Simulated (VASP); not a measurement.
# Nb3WC4 (P1) in VASP: relaxation of cell and atoms with PBE

Aim: the relaxation of cell and atoms of Nb3WC4 with PBE.

All numbers are computed with VASP 6.6.1; they aren't measurements. Logs are shortened: lines on timing, memory, paths and dates and some standing lists are left out, and cuts for length are marked.

### Step 1. The cell of the first run

The typed cell holds 8 atoms: a = 3.119 Å, b = 5.462 Å, c = 5.509 Å, α = 109.30°, β = 93.01°, γ = 91.87°.

### Step 2. Relaxation of cell and atoms, PBE

File INCAR:

```
PREC = Accurate ; ENCUT = 600
EDIFF = 1E-7 ; ISMEAR = 0
SIGMA = 0.2 ; LREAL = F
LASPH = T ; NELM = 100
ALGO = Normal ; ISIF = 3
LWAVE = F ; LCHARG = F
GGA = PE ; IBRION = 2
NSW = 80 ; EDIFFG = -0.025
```

File KPOINTS:

```
Automatic mesh
0
Gamma
  8 4 4
```

File POSCAR:

```
Nb3WC4
1.0
   -0.1157559686     -0.0192330672      3.1163820972
    3.1515019986     -4.4600945129     -0.0887011531
    3.1916844863      4.4885242023     -0.1431484330
Nb W C
3 1 4
Direct
    0.5382120282     -0.0082911592      0.5076442577
    0.4931740842      0.4985267780     -0.0111440885
   -0.0266327871      0.0102092903     -0.0012506027
   -0.0166012486      0.5074592372      0.5021292553
   -0.0155748796      0.2477522566      0.7561447652
    0.5121647000      0.7400707674      0.7512055996
    0.5069471586      0.2629355981      0.2564991719
    0.0083109442      0.7413372317      0.2387716414
```

Potentials or basis: VASP PAW PBE potentials, release 64 (Nb_sv, W_sv, C).

The run is started by

```bash
$ cat potpaw_PBE.64/Nb_sv/POTCAR potpaw_PBE.64/W_sv/POTCAR potpaw_PBE.64/C/POTCAR > POTCAR
$ mpirun -np 1 vasp_std > vasp.out
```

OUTCAR:

```text
PREC = Accurate
   ENCUT = 600
   EDIFF = 1E-7
   ISMEAR = 0
   LREAL = F
   LASPH = T
   NELM = 100
   ISIF = 3
   GGA = PE
   IBRION = 2
   NSW = 80
   EDIFFG = -0.025

 ion  position               nearest neighbor table
   1  0.538  0.992  0.508-   5 2.04   6 2.22   8 2.25   8 2.29   7 2.34   5 2.44   3 2.93   4 3.02
                             4 3.10   4 3.11
   2  0.493  0.499  0.989-   5 2.13   6 2.15   8 2.16   5 2.25   8 2.25   7 2.25   4 3.06   4 3.13
                             4 3.17
   3  0.973  0.010  0.999-   6 2.10   5 2.15   7 2.24   7 2.26   8 2.28   6 2.44   1 2.93   4 3.17
                             4 3.17
   4  0.983  0.507  0.502-   7 2.07   6 2.17   6 2.20   8 2.23   5 2.30   7 2.34   1 3.02   2 3.06
                             1 3.10   1 3.11   2 3.13   2 3.17   3 3.17   3 3.17
   5  0.984  0.248  0.756-   1 2.04   2 2.13   3 2.15   2 2.25   4 2.30   1 2.44
   6  0.512  0.740  0.751-   3 2.10   2 2.15   4 2.17   4 2.20   1 2.22   3 2.44
   7  0.507  0.263  0.256-   4 2.07   3 2.24   2 2.25   3 2.26   4 2.34   1 2.34
   8  0.008  0.741  0.239-   2 2.16   4 2.23   1 2.25   2 2.25   3 2.28   1 2.29

  LATTYP: Found a triclinic cell.
 ALAT       =     5.5094637533
 B/A-ratio  =     1.6242732450
 C/A-ratio  =     1.2456844801
 COS(alpha) =     0.0028571388
 COS(beta)  =     0.5158279949
 COS(gamma) =     0.8174295028

  Lattice vectors:

 A1 = (   3.1916844863,   4.4885242023,  -0.1431484330)
 A2 = (   0.0401824877,   8.9486187152,  -0.0544472799)
 A3 = (   6.2274305163,   0.0091966222,   2.8845325111)

Analysis of symmetry for initial positions (statically):
=====================================================================
 Subroutine PRICEL returns:
 Original cell was already a primitive cell.

 Routine SETGRP: Setting up the symmetry group for a
 triclinic supercell.

 Subroutine GETGRP returns: Found  1 space group operations
 (whereof  1 operations were pure point group operations)
 out of a pool of  2 trial point group operations.

The static configuration has the point symmetry C_1 .

Analysis of symmetry for dynamics (positions and initial velocities):
=====================================================================
 Subroutine PRICEL returns:
 Original cell was already a primitive cell.

 Routine SETGRP: Setting up the symmetry group for a
 triclinic supercell.

 Subroutine GETGRP returns: Found  1 space group operations
 (whereof  1 operations were pure point group operations)
 out of a pool of  2 trial point group operations.

The dynamic configuration has the point symmetry C_1 .

 Subroutine INISYM returns: Found  1 space group operations
 (whereof  1 operations are pure point group operations),
 and found     1 'primitive' translations

----------------------------------------------------------------------------------------

                                     Primitive cell

  volume of cell :      88.3222

  direct lattice vectors                    reciprocal lattice vectors
    -0.115755969 -0.019233067  3.116382097     0.011736490  0.001902426  0.321332599
     3.151501999 -4.460094513 -0.088701153     0.158342983 -0.112428543  0.005187682
     3.191684486  4.488524202 -0.143148433     0.157390351  0.111082093  0.006531716

  length of vectors
     3.118590504  5.461893061  5.509463753     0.321552489  0.194266800  0.192752736

  position of ions in fractional coordinates (direct lattice)
     0.538212028  0.991708841  0.507644258
     0.493174084  0.498526778  0.988855912
     0.973367213  0.010209290  0.998749397
     0.983398751  0.507459237  0.502129255
     0.984425120  0.247752257  0.756144765
     0.512164700  0.740070767  0.751205600
     0.506947159  0.262935598  0.256499172
     0.008310944  0.741337232  0.238771641

  ion indices of the primitive-cell ions
   primitive index   ion index
                 1           1
                 2           2
                 3           3
                 4           4
                 5           5
                 6           6
                 7           7
                 8           8

----------------------------------------------------------------------------------------

 KPOINTS: Automatic mesh

Automatic generation of k-mesh.
 Grid dimensions read from file:
 generate k-points for:    8    4    4

 Generating k-lattice:

  Cartesian coordinates                     Fractional coordinates (reciprocal lattice)
     0.001467061  0.000237803  0.040166575     0.125000000  0.000000000  0.000000000
     0.039585746 -0.028107136  0.001296921     0.000000000  0.250000000 -0.000000000
     0.039347588  0.027770523  0.001632929     0.000000000 -0.000000000  0.250000000

  Length of vectors
     0.040194061  0.048566700  0.048188184

  Shift w.r.t. Gamma in fractional coordinates (k-lattice)
     0.000000000  0.000000000  0.000000000

 Subroutine IBZKPT returns following result:
 ===========================================

 Found     68 irreducible k-points:

 Following reciprocal coordinates:
            Coordinates               Weight
  0.000000  0.000000  0.000000      1.000000
  0.125000  0.000000  0.000000      2.000000
  0.250000  0.000000  0.000000      2.000000
  0.375000  0.000000  0.000000      2.000000
  0.500000  0.000000  0.000000      1.000000
 -0.000000  0.250000 -0.000000      2.000000
[... 16 lines left out ...]
  0.500000  0.000000  0.250000      2.000000
 -0.375000 -0.000000  0.250000      2.000000
 [... further k-points ...]
   k-points           NKPTS =     68   k-points in BZ     NKDIM =     68   number of bands    NBANDS=     41
   number of dos      NEDOS =    301   number of ions     NIONS =      8
   total plane-waves  NPLWV =  64512
   dimension x,y,z NGX =    28 NGY =   48 NGZ =   48
   dimension x,y,z NGXF=    56 NGYF=   96 NGZF=   96
   ions per type =               3   1   4
   NGX,Y,Z   is equivalent  to a cutoff of  14.93, 14.61, 14.48 a.u.
   NGXF,Y,Z  is equivalent  to a cutoff of  29.85, 29.22, 28.97 a.u.
 SYSTEM =  unknown system
   PREC   = accura    normal or accurate (medium, high low for compatibility)
   ISTART =      0    job   : 0-new  1-cont  2-samecut
   ICHARG =      2    charge: 1-file 2-atom 10-const
   ISPIN  =      1    spin polarized calculation?
   LNONCOLLINEAR =      F non collinear calculations
   LSORBIT =      F    spin-orbit coupling
   LASPH  =      T    aspherical Exc in radial PAW
   ENCUT  =  600.0 eV  44.10 Ry    6.64 a.u.   6.23 10.91 11.00*2*pi/ulx,y,z
   NELM   =    100;   NELMIN=  2; NELMDL= -5     # of ELM steps
   EDIFF  = 0.1E-06   stopping-criterion for ELM
   LREAL  =      F    real-space projection
   EDIFFG = -.3E-01   stopping-criterion for IOM
   NSW    =     80    number of steps for IOM
   IBRION =      2    ionic relax: 0-MD 1-quasi-New 2-CG
   NFREE  =      1    steps in history (QN), initial steepest desc. (CG)
   ISIF   =      3    stress and relaxation
   ISYM   =      2    0-nonsym 1-usesym 2-fastsym
   POTIM  = 0.5000    time-step for ionic-motion
   TEBEG  =    0.0;   TEEND  =   0.0 temperature during run
   PSTRESS=    0.0 pullay stress
   NELECT =      69.0000    total number of electrons
   NUPDOWN=      -1.0000    fix difference up-down
   EMIN   =  10.00;   EMAX   =-10.00  energy-range for DOS
   EFERMI =   0.00;   METHOD = LEGACY
   ISMEAR =     0;   SIGMA  =   0.20  broadening in eV -4-tet -1-fermi 0-gaus
   EFERMI_NEDOS =   21; number of points for ismear=-14 and -15
   IALGO  =     38    algorithm
   IMIX   =      4    mixing-type and parameters
     AMIX     =   0.40;   BMIX     =  1.00
     AMIX_MAG =   1.60;   BMIX_MAG =  1.00
  volume/ion in A,a.u.               =      11.04        74.50
  Fermi-wavevector in a.u.,A,eV,Ry     =   1.507768  2.849268 30.931002  2.273365
  Thomas-Fermi vector in A             =   2.618311
   LORBIT       =      0    0 simple, 1 ext, 2 COOP (PROOUT), +10 PAW based schemes
   GGA     = PE    functional components
   LHFCALC =     F    Hartree Fock is set to
   AEXX    =    0.0000 exact exchange contribution
   IVDW    =     0    specifies the selected vdW correction
   LEPSILON=     F    determine dielectric tensor
   LRPA    =     F    only Hartree local field effects (RPA)
 conjugate gradient relaxation of ions
 non-spin polarized calculation
 Gauss-broadening in eV      SIGMA  =   0.20
  energy-cutoff  :      600.00
  volume of cell :       88.32
 maximum number of plane-waves:      2964
 NGX is ok and might be reduce to    28
   NGX = 13   NGY = 21   NGZ = 21

--------------------------------------- Ionic step        1  -------------------------------------------

 number of electron      69.0000000 magnetization

 Free energy of the ion-electron system (eV)
  ---------------------------------------------------
  ext. energy  EPLUGINS =         0.00000000
  ---------------------------------------------------
  free energy    TOTEN  =       -82.62770198 eV

  energy without entropy =      -82.56541711  energy(sigma->0) =      -82.59655955

------------------------ aborting loop because EDIFF is reached ----------------------------------------

  FORCE on cell =-STRESS in cart. coord.  units (eV):
  Direction    XX          YY          ZZ          XY          YZ          ZX
  --------------------------------------------------------------------------------------
  -------------------------------------------------------------------------------------
  Total        3.0169311     -0.0573001      5.8469353     -0.5483416      1.1292827     10.9929078
  in kB       54.7275502     -1.0394316    106.0642209     -9.9469928     20.4853465    199.4128805
  external PRESSURE =      53.2507798 kB  Pullay stress =       0.0000000 kB
[... 107 lines left out ...]
  FREE ENERGIE OF THE ION-ELECTRON SYSTEM (eV)
  ---------------------------------------------------
  free  energy   TOTEN  =       -83.1989985070 eV

  energy  without entropy=      -83.1186217656  energy(sigma->0) =      -83.15881014

[... ionic steps 4 to 15 ...]

--------------------------------------- Ionic step       16  -------------------------------------------

 number of electron      69.0000000 magnetization

------------------------ aborting loop because EDIFF is reached ----------------------------------------

  FORCE on cell =-STRESS in cart. coord.  units (eV):
  Direction    XX          YY          ZZ          XY          YZ          ZX
  --------------------------------------------------------------------------------------
  -------------------------------------------------------------------------------------
  Total        0.0972847      0.1993252      0.0766611      0.0072833     -0.0157711     -0.0046902
  in kB        1.7638858      3.6139973      1.3899547      0.1320540     -0.2859477     -0.0850383
  external PRESSURE =       2.2559459 kB  Pullay stress =       0.0000000 kB
[... 69 lines left out ...]
  energy  without entropy=      -83.3051872623  energy(sigma->0) =      -83.34207155

--------------------------------------- Ionic step       18  -------------------------------------------

 number of electron      69.0000000 magnetization

 Free energy of the ion-electron system (eV)
  ---------------------------------------------------
  ext. energy  EPLUGINS =         0.00000000
  ---------------------------------------------------
  free energy    TOTEN  =       -83.37917554 eV

  energy without entropy =      -83.30532470  energy(sigma->0) =      -83.34225012

 E-fermi :  12.5193     XC(G=0): -13.2159

 val. band max:       12.4798630648   @ k =   0.0000   0.0000   0.0000
 cond. band min:      12.5279625701   @ k =   0.0000   0.0000   0.0000
 fundamental gap:      0.0480995052
 Fermi energy:        12.5192690396

 k-point     1 :       0.0000    0.0000    0.0000
  band No.  band energies     occupation
      1     -62.6708      2.00000
      2     -43.3803      2.00000
      3     -43.2549      2.00000
      4     -43.2466      2.00000
      5     -26.9144      2.00000
      6     -26.8979      2.00000
[... 1045 lines left out ...]
     40      14.5891      0.00000
     41      14.8730      0.00000

 [... further k-points ...]

------------------------ aborting loop because EDIFF is reached ----------------------------------------

  FORCE on cell =-STRESS in cart. coord.  units (eV):
  Direction    XX          YY          ZZ          XY          YZ          ZX
  --------------------------------------------------------------------------------------
  -------------------------------------------------------------------------------------
  Total        0.0220123     -0.0097956      0.0438995     -0.0088284     -0.0000719     -0.0097882
  in kB        0.3988653     -0.1774982      0.7954634     -0.1599721     -0.0013031     -0.1773637
  external PRESSURE =       0.3389435 kB  Pullay stress =       0.0000000 kB
[... 23 lines left out ...]
  FREE ENERGIE OF THE ION-ELECTRON SYSTEM (eV)
  ---------------------------------------------------
  free  energy   TOTEN  =       -83.3791755382 eV

  energy  without entropy=      -83.3053246993  energy(sigma->0) =      -83.34225012

 reached required accuracy - stopping structural energy minimisation
```

Wall time 87 min (1 thread of Intel Xeon Platinum 8259CL at 2.50GHz (Skylake/Cascade Lake), shared host); peak memory 0.44 GiB.

Results:

```
Free energy                           : -83.3792 eV
Relaxed volume                        : 11.05 Å³/atom
Relaxed cell                          : a = 3.156 Å, b = 5.448 Å, c = 5.447 Å, α = 109.26°, β = 90.01°, γ = 90.01°
Space group after relaxing (to 0.1 Å) : Amm2 (No. 38)
Energy gained by relaxing             : 93.9 meV/atom
Ionic steps                           : 18
Pressure after relaxing               : 0.0 GPa
Largest force after relaxing          : 0.021 eV/Å
Band gap on the k mesh                : zero (an odd number of electrons rules out a gap without spin polarisation)
```

Forces in eV/Å, atoms in the order of the input:
```
Nb  -0.008 -0.009  0.003
Nb   0.005  0.019  0.009
Nb  -0.014 -0.006 -0.011
W    0.008 -0.005 -0.012
C    0.008 -0.004  0.013
C    0.007  0.007 -0.003
C   -0.001 -0.007  0.002
C   -0.004  0.006  0.000
```

The path:
```
step  energy change (eV)  largest force (eV/Å)  pressure (GPa)  volume (Å³)
   1              0.0000                1.9397            5.33        88.32
   2             -0.2947                0.9134          -11.25        92.67
   3             -0.5713                0.7619           -6.93        90.77
   4             -0.6063                0.6279           10.36        85.87
   5             -0.6813                0.5738            2.00        88.02
   6             -0.7322                0.1948            0.14        88.42
   7             -0.7322                0.1942            0.14        88.42
   8             -0.7389                0.1580           -0.39        88.55
   9             -0.7412                0.1422           -0.89        88.68
  10             -0.7448                0.1221            0.45        88.30
  11             -0.7450                0.1168            0.87        88.18
  12             -0.7485                0.0933            0.44        88.30
  13             -0.7497                0.0747            0.02        88.42
  14             -0.7508                0.0450           -0.13        88.46
  15             -0.7510                0.0439           -0.21        88.49
  16             -0.7513                0.0342            0.23        88.37
  17             -0.7513                0.0337            0.24        88.36
  18             -0.7515                0.0214            0.03        88.42
```

Final structure:
```cif
data_structure
_symmetry_space_group_name_H-M 'P 1'
_symmetry_Int_Tables_number 1
_cell_length_a 3.1559
_cell_length_b 5.4481
_cell_length_c 5.4474
_cell_angle_alpha 109.258
_cell_angle_beta 90.010
_cell_angle_gamma 90.006
_cell_volume 88.42
loop_
_atom_site_label
_atom_site_type_symbol
_atom_site_fract_x
_atom_site_fract_y
_atom_site_fract_z
_atom_site_occupancy
Nb1 Nb 0.49983 0.99829 0.50153 1
Nb2 Nb 0.49942 0.50140 0.99847 1
Nb3 Nb 0.99851 0.00682 0.00869 1
W1 W 0.00248 0.49363 0.49145 1
C1 C 0.99948 0.25220 0.74780 1
C2 C 0.50028 0.74520 0.74516 1
C3 C 0.50028 0.25444 0.25465 1
C4 C 0.99972 0.74803 0.25224 1
```

Caveat: spin-orbit coupling is left out, which moves the levels of the heavy elements.
